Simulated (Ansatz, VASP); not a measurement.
**Two plane-wave programs on BP**

File INCAR:

```
SYSTEM = BP
PREC = Accurate ; ENCUT = 500
EDIFF = 1E-6 ; ISMEAR = 0
SIGMA = 0.01 ; LREAL = .FALSE.
LASPH = .TRUE. ; NELM = 120
ALGO = Normal ; ISIF = 2
LWAVE = .FALSE. ; LCHARG = .FALSE.
NBANDS = 11 ; GGA_COMPAT = .FALSE.
```

Contents of KPOINTS:

```
Automatic mesh
0
G
  10 10 10
  0 0 0
```

The input POSCAR:

```
BP
1.0
    0.0000000000      2.1729089052      2.1729089052
    2.1729089052      0.0000000000      2.1729089052
    2.1729089052      2.1729089052      0.0000000000
B P
1 1
Direct
    0.0000000000      0.0000000000      0.0000000000
    0.2500000000      0.2500000000      0.2500000000
```

Input for Ansatz:

```yaml
crystal:
  lattice:
    - [0.0, 2.1729089052, 2.1729089052]
    - [2.1729089052, 0.0, 2.1729089052]
    - [2.1729089052, 2.1729089052, 0.0]
  atoms:
    - { symbol: B, position: [0.0, 0.0, 0.0] }
    - { symbol: P, position: [0.25, 0.25, 0.25] }
scf:
  occupations: { method: fixed }
output:
  forces: true
  stress: true
  eigenvalues: true
hamiltonian:
  xc: lda
basis:
  ecutwfc: 520
kpoints:
  mp_grid: { grid: [10, 10, 10] }
```

Alike in both runs: task single point; functional LDA; k mesh 10 × 10 × 10; no spin polarisation.

```csv
,VASP,Ansatz
version,VASP 6.6.1,Ansatz 0.2.0
potentials or method,"VASP PAW LDA potentials, release 64 (B, P), cutoff 500 eV","scalar-relativistic, plane waves, PAW"
occupations,"gaussian, width 0.01 eV",fixed
valence electrons in the cell,8,8
```

VASP gave:

```
gap on the k mesh at the Fermi level (eV) : 1.03
least direct gap on the mesh (eV)         : 3.62
pressure (GPa)                            : 20.5
```

**Question.** Estimate Ansatz's values.

**Answer.** gap on the k mesh at the Fermi level (eV): 1.03; least direct gap on the mesh (eV): 3.62; pressure (GPa): 20.7.

LDA's correlation is that of Perdew and Zunger in VASP and of Perdew and Wang (1992) in Ansatz.
